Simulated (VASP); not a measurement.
# CoO (R-3m) in VASP: further runs

CoO is run at these levels: PBE; tasks: single point, relaxation of cell and atoms.

Everything below comes from runs of VASP 6.6.1. Logs are shortened: lines on timing, memory, paths and dates and some standing lists are left out, and cuts for length are marked.

## 1. The cell of the first run

It takes space group R-3m (No. 166, trigonal). The conventional cell has a = 3.132 Å, b = 3.132 Å, c = 13.612 Å, α = 90.00°, β = 90.00°, γ = 120.00°. Co (site symmetry 3m) has 6 O at 1.99 to 2.31 Å and 3 Co at 2.46 Å within 2.6 Å. Within 3.1 Å of O (site symmetry -3m) lie 8 Co at 2.31 to 3.10 Å and 6 O at 2.90 Å. O (site symmetry -3m) has 6 Co at 1.99 Å within 2.6 Å.

## 2. Single point, PBE, collinear spin, ferromagnetic start

INCAR

```
ALGO = Normal
EDIFF = 1E-6
ENCUT = 520
GGA = PE
ISIF = 2
ISMEAR = 0
ISPIN = 2
LASPH = True
LCHARG = True
LELF = True
LMAXMIX = 4
LORBIT = 11
LREAL = False
LVHAR = True
LWAVE = False
MAGMOM = 3 3 0 0
NBANDS = 27
NELM = 150
PREC = Accurate
SIGMA = 0.1
```

KPOINTS

```
k-points
0
Gamma
  6 6 6
```

POSCAR

```
CoO
1.0
    1.5661459200      0.9042147700      4.5374429200
   -1.5661459200      0.9042147700      4.5374429200
    0.0000000000     -1.8084295400      4.5374429200
Co O
2 2
Direct
    0.2723464200      0.2723464200      0.2723464200
    0.7276535800      0.7276535800      0.7276535800
    0.5000000000      0.5000000000      0.5000000000
    0.0000000000      0.0000000000      0.0000000000
```

Potentials or basis: VASP PAW PBE potentials, release 64 (Co, O).

Command:

```console
$ cat potpaw_PBE.64/Co/POTCAR potpaw_PBE.64/O/POTCAR > POTCAR
$ mpirun -np 1 vasp_std > vasp.out
```

OUTCAR:

```text
EDIFF = 1E-6
   ENCUT = 520
   GGA = PE
   ISIF = 2
   ISMEAR = 0
   ISPIN = 2
   LASPH = True
   LORBIT = 11
   LREAL = False
   NELM = 150
   PREC = Accurate

 ion  position               nearest neighbor table
   1  0.272  0.272  0.272-   4 1.99   4 1.99   4 1.99   3 2.31   3 2.31   3 2.31   2 2.46   2 2.46
                             2 2.46
   2  0.728  0.728  0.728-   4 1.99   4 1.99   4 1.99   3 2.31   3 2.31   3 2.31   1 2.46   1 2.46
                             1 2.46
   3  0.500  0.500  0.500-   1 2.31   1 2.31   2 2.31   2 2.31   1 2.31   2 2.31
   4  0.000  0.000  0.000-   2 1.99   2 1.99   1 1.99   1 1.99   2 1.99   1 1.99

  LATTYP: Found a trigonal (rhomboedric) cell.
 ALAT       =     4.8845476398
 COS(alpha) =     0.7943892846

  Lattice vectors:

 A1 = (   1.5661459200,   0.9042147700,   4.5374429200)
 A2 = (  -1.5661459200,   0.9042147700,   4.5374429200)
 A3 = (   0.0000000000,  -1.8084295400,   4.5374429200)

Analysis of symmetry for initial positions (statically):
=====================================================================
 Subroutine PRICEL returns:
 Original cell was already a primitive cell.

 Routine SETGRP: Setting up the symmetry group for a
 trigonal (rhombohedral) supercell.

 Subroutine GETGRP returns: Found 12 space group operations
 (whereof 12 operations were pure point group operations)
 out of a pool of 12 trial point group operations.

The static configuration has the point symmetry D_3d.

Analysis of symmetry for dynamics (positions and initial velocities):
=====================================================================
 Subroutine PRICEL returns:
 Original cell was already a primitive cell.

 Routine SETGRP: Setting up the symmetry group for a
 trigonal (rhombohedral) supercell.

 Subroutine GETGRP returns: Found 12 space group operations
 (whereof 12 operations were pure point group operations)
 out of a pool of 12 trial point group operations.

The dynamic configuration has the point symmetry D_3d.

Analysis of structural, dynamic, and magnetic symmetry:
=====================================================================
 Subroutine PRICEL returns:
 Original cell was already a primitive cell.

 Routine SETGRP: Setting up the symmetry group for a
 trigonal (rhombohedral) supercell.

 Subroutine GETGRP returns: Found 12 space group operations
 (whereof 12 operations were pure point group operations)
 out of a pool of 12 trial point group operations.

[... 124 lines left out ...]
     AMIX_MAG =   1.60;   BMIX_MAG =  1.00
  volume/ion in A,a.u.               =       9.64        65.04
  Fermi-wavevector in a.u.,A,eV,Ry     =   1.505774  2.845501 30.849248  2.267356
  Thomas-Fermi vector in A             =   2.616579
   LORBIT       =     11    0 simple, 1 ext, 2 COOP (PROOUT), +10 PAW based schemes
   GGA     = PE    functional components
   LHFCALC =     F    Hartree Fock is set to
   AEXX    =    0.0000 exact exchange contribution
   IVDW    =     0    specifies the selected vdW correction
   LEPSILON=     F    determine dielectric tensor
   LRPA    =     F    only Hartree local field effects (RPA)
 spin polarized calculation
 Gauss-broadening in eV      SIGMA  =   0.10
  energy-cutoff  :      520.00
  volume of cell :       38.55
 maximum number of plane-waves:      1060
   NGX = 19   NGY = 19   NGZ = 19

 number of electron      29.9999998 magnetization       5.6848965

 Free energy of the ion-electron system (eV)
  ---------------------------------------------------
  ext. energy  EPLUGINS =         0.00000000
  ---------------------------------------------------
  free energy    TOTEN  =       -25.32958044 eV

  energy without entropy =      -25.30751871  energy(sigma->0) =      -25.31854958

 E-fermi :   7.6274     XC(G=0): -12.3607

 val. band max:        7.6162515760   @ k =   0.1667   0.0000   0.0000
 cond. band min:       7.6281225745   @ k =   0.5000   0.1667   0.0000
 fundamental gap:      0.0118709985
 Fermi energy:         7.6273949159

 spin component 1

 k-point     1 :       0.0000    0.0000    0.0000
  band No.  band energies     occupation
      1     -13.4992      1.00000
      2     -10.0057      1.00000
      3      -0.4219      1.00000
      4      -0.0689      1.00000
      5      -0.0689      1.00000
      6       3.6474      1.00000
[... 709 lines left out ...]
     26      24.2976      0.00000
     27      25.4225      0.00000

 [... further k-points ...]

 spin component 2

 k-point     1 :       0.0000    0.0000    0.0000
  band No.  band energies     occupation
      1     -12.9163      1.00000
      2      -9.4335      1.00000
      3       0.2188      1.00000
      4       1.0701      1.00000
      5       1.0701      1.00000
      6       5.6981      1.00000
[... 709 lines left out ...]
     26      24.8977      0.00000
     27      26.1021      0.00000

 [... further k-points ...]
[... 5 lines left out ...]
  --------------------------------------------------------------------------------------
  -------------------------------------------------------------------------------------
  Total        2.0956607      2.0956607     -0.4015935      0.0000000     -0.0000000      0.0000000
  in kB       87.0894028     87.0894031    -16.6890265      0.0000000     -0.0000000      0.0000000
  external PRESSURE =      52.4965931 kB  Pullay stress =       0.0000000 kB

 VOLUME and BASIS-vectors are now :
 -----------------------------------------------------------------------------
  energy-cutoff  :      520.00
  volume of cell :       38.55
      direct lattice vectors                 reciprocal lattice vectors
     1.566145920  0.904214770  4.537442920     0.319255054  0.184321991  0.073462816
    -1.566145920  0.904214770  4.537442920    -0.319255054  0.184321991  0.073462816
     0.000000000 -1.808429540  4.537442920     0.000000000 -0.368643982  0.073462816

 POSITION                                       TOTAL-FORCE (eV/Angst)
 -----------------------------------------------------------------------------------
      0.00000      0.00000      3.70727         0.000000      0.000000     -3.106141
      0.00000      0.00000      9.90506         0.000000     -0.000000      3.106141
      0.00000      0.00000      6.80616        -0.000000     -0.000000      0.000000
      0.00000      0.00000      0.00000         0.000000     -0.000000     -0.000000
 -----------------------------------------------------------------------------------
    total drift:                                0.000000     -0.000000      0.000000

  FREE ENERGIE OF THE ION-ELECTRON SYSTEM (eV)
  ---------------------------------------------------
  free  energy   TOTEN  =       -25.3295804416 eV

  energy  without entropy=      -25.3075187130  energy(sigma->0) =      -25.31854958

 total charge

# of ion       s       p       d       tot
------------------------------------------
    1        0.328   0.417   7.211   7.956
    2        0.328   0.417   7.211   7.956
    3        1.566   3.324   0.000   4.889
    4        1.557   3.492   0.000   5.049
--------------------------------------------------
tot          3.778   7.650  14.422  25.850

 magnetization (x)

# of ion       s       p       d       tot
------------------------------------------
    1        0.011   0.015   2.423   2.450
    2        0.011   0.015   2.423   2.450
    3        0.021   0.294   0.000   0.315
    4        0.033   0.313   0.000   0.346
--------------------------------------------------
tot          0.075   0.638   4.846   5.559
```

stdout:

```text
POSCAR found type information on POSCAR CoO
 POSCAR found :  2 types and       4 ions
 scaLAPACK will be used
 LDA part: xc-table for (Slater+PW92), standard interpolation
 POSCAR, INCAR and KPOINTS ok, starting setup
 FFT: planning ... GRIDC
 FFT: planning ... GRID_SOFT
 FFT: planning ... GRID
 WAVECAR not read
 entering main loop
```

Wall time 3 min (1 thread of Intel Xeon 6975P-C, shared host); peak memory 0.26 GiB.

What came out:

- Free energy: -25.3296 eV
- Pressure: 5.2 GPa
- Largest force: 3.106 eV/Å
- Net moment: 5.68 μB per cell
- Site moments: Co +2.45; O +0.32, +0.35 μB
- Valence electrons inside the program's atomic spheres: Co 7.96; O 4.89, 5.05

Forces on the atoms (eV/Å):
```
Co   0.000  0.000 -3.106
Co   0.000  0.000  3.106
O    0.000  0.000  0.000
O    0.000  0.000  0.000
```

Stress tensor (GPa, compression positive):
```
 8.71  0.00  0.00
 0.00  8.71  0.00
 0.00  0.00 -1.67
```

Levels at points of the mesh, in eV from the Fermi level:
Spin up:
```
           k point  band 15  band 16  band 17  band 18  band 19  band 20  band 21  band 22
(0.00, 0.00, 0.00)    -1.81    -1.54     0.30     0.30     0.94     5.36    10.30    11.98
(0.50, 0.00, 0.00)    -1.22    -1.20    -1.00    -0.78     6.87     6.88     9.56    10.17
(0.50, 0.50, 0.00)    -2.01    -1.24    -0.23     0.09     5.47     6.29     8.68    10.31
(0.50, 0.50, 0.50)    -0.82    -0.82    -0.36    -0.36     3.31     4.64    11.80    13.39
```
Spin down:
| k point | band 8 | band 9 | band 10 | band 11 | band 12 | band 13 | band 14 | band 15 | band 16 | band 17 |
| --- | --- | --- | --- | --- | --- | --- | --- | --- | --- | --- |
| (0.00, 0.00, 0.00) | -1.79 | -1.48 | -1.48 | -0.52 | 0.01 | 0.11 | 0.11 | 0.47 | 0.47 | 1.56 |
| (0.50, 0.00, 0.00) | -2.59 | -1.68 | -1.04 | -0.75 | -0.23 | -0.02 | 0.48 | 0.89 | 1.44 | 1.51 |
| (0.50, 0.50, 0.00) | -2.57 | -2.52 | -0.96 | -0.45 | -0.44 | -0.07 | 0.42 | 0.59 | 0.85 | 2.10 |
| (0.50, 0.50, 0.50) | -2.24 | -1.65 | -1.65 | -0.52 | -0.35 | 0.28 | 0.28 | 1.17 | 1.17 | 2.11 |

Caveat: the k points lie up to 0.39 Å⁻¹ apart; semilocal functionals often make such compounds metallic where correlation or magnetic order opens a gap, which also shifts bond lengths; forces of over 1 eV/Å act on the atoms, so gaps and moduli don't describe the material at rest. With open d or f shells a metallic result of PBE can be an artefact of self-interaction; +U or a hybrid may open a gap.

## 3. Relaxation of cell and atoms, PBE, collinear spin, ferromagnetic start

INCAR

```
SYSTEM = CoO
PREC = Accurate ; ENCUT = 600
EDIFF = 1E-7 ; ISMEAR = 0
SIGMA = 0.1 ; LREAL = .FALSE.
LASPH = .TRUE. ; NELM = 150
ALGO = Normal ; ISIF = 3
LWAVE = .FALSE. ; LCHARG = .FALSE.
ISPIN = 2 ; MAGMOM = 3 3 0 0
LORBIT = 11 ; LMAXMIX = 4
GGA = PE ; IBRION = 2
NSW = 90 ; EDIFFG = -0.04
```

KPOINTS

```
Automatic mesh
0
G
  6 6 6
  0 0 0
```

POSCAR is that of step 2.

Potentials or basis: VASP PAW PBE potentials, release 64 (Co, O).

Command:

```console
$ cat potpaw_PBE.64/Co/POTCAR potpaw_PBE.64/O/POTCAR > POTCAR
$ mpirun -np 1 vasp_std > vasp.out
```

Wall time 23 min (1 thread of Intel Xeon 6975P-C, shared host); peak memory 0.32 GiB.

The run converged. Its results:

```yaml
Free_energy: -26.1436 eV
Relaxed_volume: 9.41 Å³/atom
Relaxed_cell: a = 4.912 Å, b = 4.912 Å, c = 4.912 Å, α = 36.56°, β = 36.56°, γ = 36.56°
Space_group_after_relaxing_to_0.05_Å: R-3m (No. 166)
Energy_gained_by_relaxing: 202.6 meV/atom
Ionic_steps: 10
Pressure_after_relaxing: 0.1 GPa
Largest_force_after_relaxing: 0.006 eV/Å
Net_moment: 5.51 μB per cell
Site_moments: Co +2.45; O +0.26 μB
Valence_electrons_inside_the_program's_atomic_spheres: Co 7.84; O 4.98
```

Forces in eV/Å, atoms in the order of the input:
```
Co   0.000  0.000 -0.006
Co   0.000  0.000  0.006
O    0.000  0.000  0.000
O    0.000  0.000  0.000
```

Step by step:
```tsv
step	energy change (eV)	largest force (eV/Å)	pressure (GPa)	volume (Å³)
1	0.0000	3.1059	5.01	38.55
2	-0.5456	0.9555	-8.83	40.25
3	-0.5704	0.3855	-13.50	41.14
4	-0.7705	0.3122	3.72	36.69
5	-0.7855	0.1067	-0.70	37.52
6	-0.7974	0.0216	-0.14	37.48
7	-0.8050	0.1447	0.95	37.38
8	-0.8085	0.0918	-0.74	37.79
9	-0.8085	0.0870	-0.86	37.82
10	-0.8103	0.0057	0.12	37.65
```

Final structure:
```xyz
4
Lattice="1.5407 0.8895 4.5783 -1.5407 0.8895 4.5783 0.0000 -1.7790 4.5783" Properties=species:S:1:pos:R:3 pbc="T T T"
Co    0.0000    0.0000    3.4343
Co    0.0000    0.0000   10.3005
O     0.0000    0.0000    6.8674
O     0.0000    0.0000    0.0000
```

Levels at points of the mesh, in eV from the Fermi level:
Spin up:
```csv
k point,band 16,band 17,band 18,band 19,band 20,band 21
"(0.00, 0.00, 0.00)",-1.44,0.31,0.31,1.17,4.67,10.74
"(0.50, 0.00, 0.00)",-1.22,-1.08,-1.08,6.97,6.97,10.12
"(0.50, 0.50, 0.00)",-1.71,0.08,0.25,5.32,6.08,9.25
"(0.50, 0.50, 0.50)",-0.80,-0.80,-0.80,3.90,3.90,12.76
```
Spin down:
```csv
k point,band 9,band 10,band 11,band 12,band 13,band 14,band 15,band 16
"(0.00, 0.00, 0.00)",-1.31,-1.31,-0.97,0.03,0.03,0.05,0.05,0.31
"(0.50, 0.00, 0.00)",-0.81,-0.80,-0.14,-0.14,-0.07,-0.07,1.55,1.55
"(0.50, 0.50, 0.00)",-2.33,-0.37,-0.30,0.06,0.10,0.34,0.56,0.97
"(0.50, 0.50, 0.50)",-0.64,-0.64,-0.64,-0.64,-0.60,-0.60,1.64,1.64
```

Caveat: the k points lie up to 0.40 Å⁻¹ apart in the final cell; semilocal functionals often make such compounds metallic where correlation or magnetic order opens a gap, which also shifts bond lengths. With open d or f shells a metallic result of PBE can be an artefact of self-interaction; +U or a hybrid may open a gap.
